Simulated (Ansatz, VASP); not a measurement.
# Na in VASP and in Ansatz

Contents of INCAR:

```
SYSTEM = Na
PREC = Accurate
ENCUT = 520
EDIFF = 1E-7
ISMEAR = 0
SIGMA = 0.15
LREAL = .False.
LASPH = .True.
NELM = 60
ALGO = Fast
ISIF = 2
LWAVE = .False.
LCHARG = .False.
GGA = PS
NBANDS = 14
```

File KPOINTS:

```
Automatic mesh
0
Gamma
  18 18 10
  0 0 0
```

File POSCAR:

```
Na
1.0
    3.3879506904      0.0000000000      0.0000000000
    0.0000000000      3.3879506904      0.0000000000
    0.0000000000      0.0000000000      6.7759013807
Na
2
Direct
   -0.0403633179     -0.0430774481      0.0000000000
    0.0403633179      0.0430774481      0.5000000000
```

Input for Ansatz:

```yaml
crystal:
  lattice:
    - [3.3879506904, 0.0, 0.0]
    - [0.0, 3.3879506904, 0.0]
    - [0.0, 0.0, 6.7759013807]
  atoms:
    - { symbol: Na, position: [-0.0403633179, -0.0430774481, 0.0] }
    - { symbol: Na, position: [0.0403633179, 0.0430774481, 0.5] }
basis:
  ecutwfc: 420
kpoints:
  mp_grid: { grid: [18, 18, 10] }
hamiltonian:
  xc: pbesol
scf:
  occupations: { method: gaussian, width: 0.15 }
output:
  forces: true
  stress: true
  eigenvalues: true
```

Change from the starting cell: mode 1 (-55.9 1/cm) frozen in, largest displacement -0.200 Å.

Alike in both runs: task single point; functional PBEsol; k mesh 18 × 18 × 10; occupations gaussian, width 0.15 eV; no spin polarisation.

|  | VASP | Ansatz |
| --- | --- | --- |
| version | VASP 6.6.1 | Ansatz 0.2.0 |
| potentials or method | VASP PAW PBE potentials, release 64 (Na_pv), cutoff 520 eV | scalar-relativistic, plane waves, PAW |
| valence electrons in the cell | 14 | 18 |

Ansatz gave:

* gap on the k mesh at the Fermi level (eV): none
* pressure (GPa): 0.0
* traceless stress, the component that is largest in VASP (GPa): -0.13
* rms of the force components (eV/Å): 0.029

Question: Which values does VASP return?

Answer: gap on the k mesh at the Fermi level (eV): none; pressure (GPa): 0.0; traceless stress, the component that is largest in VASP (GPa): -0.12; rms of the force components (eV/Å): 0.028.

VASP's potentials were made for PBE, not for PBEsol. Atom by atom the forces differ by 0.001 eV/Å (rms over components). A gap of «none» marks a metal or a gap that the smearing closes. The functional is the same, so the differences come from potentials, cutoffs and numerics. VASP's potentials hold 14 valence electrons a cell and Ansatz's 18, so a difference there can come from the potentials and not from the codes.
